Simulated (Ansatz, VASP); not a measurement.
**One calculation of Ti, two programs**

INCAR

```
ALGO = Normal
EDIFF = 1E-6
ENCUT = 520
GGA = PE
ISIF = 2
ISMEAR = -1
ISPIN = 2
LASPH = True
LCHARG = False
LMAXMIX = 4
LORBIT = 11
LREAL = False
LWAVE = False
MAGMOM = 1 1
NBANDS = 23
NELM = 150
PREC = Accurate
SIGMA = 0.05
```

File KPOINTS:

```
k-points
0
Gamma
  20 20 11
```

POSCAR

```
Ti
1.0
    2.8162927289      0.0000000000      0.0000000000
   -1.4081463644      2.4389810477      0.0000000000
    0.0000000000      0.0000000000      4.4575696008
Ti
2
Direct
    0.3333333333      0.6666666667      0.2500000000
    0.6666666667      0.3333333333      0.7500000000
```

Input for Ansatz:

```yaml
crystal:
  lattice:
    - [2.8162927288, 0.0, 0.0]
    - [-1.4081463644, 2.4389810476, 0.0]
    - [0.0, 0.0, 4.4575696009]
  atoms:
    - { symbol: Ti, position: [0.3333333333, 0.6666666667, 0.25], spin: 1.0 }
    - { symbol: Ti, position: [0.6666666667, 0.3333333333, 0.75], spin: 1.0 }
hamiltonian:
  xc: pbe
  pseudopotentials:
    kind: paw
    azcp:
      Ti: "pseudopotentials/Ti.paw.azcp"
basis:
  ecutwfc: 420
  fft_grid_basis: typed
kpoints:
  mp_grid: { grid: [20, 20, 11], shift: [0, 0, 0] }
magnetization:
  spin_polarized: true
scf:
  occupations: { method: fermi_dirac, width: 0.05 }
output:
  stress: true
```

Alike in both runs: task single point; functional PBE; k mesh 20 × 20 × 11; occupations fermi-dirac, width 0.05 eV; collinear spin.

|  | VASP | Ansatz |
| --- | --- | --- |
| version | VASP 6.6.1 | Ansatz 0.2.0 |
| potentials or method | VASP PAW PBE potentials, release 64 (Ti_sv), cutoff 520 eV | plane waves (420 eV) with PAW, scalar-relativistic |
| valence electrons in the cell | 24 | 24 |

```tsv
	VASP	Ansatz	Ansatz less VASP
pressure (GPa)	17.4	17.9	+0.49
traceless stress, the component that is largest in VASP (GPa)	0.23	0.22	-0.009
net moment per atom (μB)	0.00	0.00	0.000
```

Ansatz's warnings: seeded moment not kept.
